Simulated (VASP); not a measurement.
**Ru: single point with LDA**

The system is Ru.

```
Ru
1.0
     2.68764    0.00000    0.00000
    -1.34382    2.32756    0.00000
     0.00000    0.00000    4.25316
Ru
2
Direct
  0.66667 0.33333 0.75000
  0.33333 0.66667 0.25000
```

```
Program             : VASP 6.6.1
Task                : single point
Functional          : LDA
Potentials or basis : VASP PAW LDA potentials, release 64 (Ru_pv)
Cutoff              : 520 eV
k mesh              : 11 × 11 × 6
Occupations         : fermi-dirac, width 0.05 eV
Spin                : no spin polarisation
```

```yaml
Pressure: -4.8 GPa
Band_gap_on_the_k_mesh: zero (band 14 reaches 14.63 eV, above the bottom of band 15 at 11.44 eV)
```

Stress tensor (GPa, compression positive):
```
-4.70  0.00  0.00
 0.00 -4.70  0.00
 0.00  0.00 -5.05
```

Levels at points of the mesh, in eV from the Fermi level:
```tsv
k point	band 10	band 11	band 12	band 13	band 14	band 15	band 16	band 17	band 18	band 19
(0.00, 0.00, 0.00)	-2.62	-2.44	-1.92	-1.92	-1.37	-1.37	1.30	1.30	1.39	10.02
(0.00, 0.00, 0.50)	-2.79	-2.79	-2.79	-2.72	-2.72	0.64	0.64	0.64	0.64	10.03
```

It took 18 s on 1 thread of Intel Xeon 6975P-C, with other jobs on the host, peak memory 0.14 GiB.
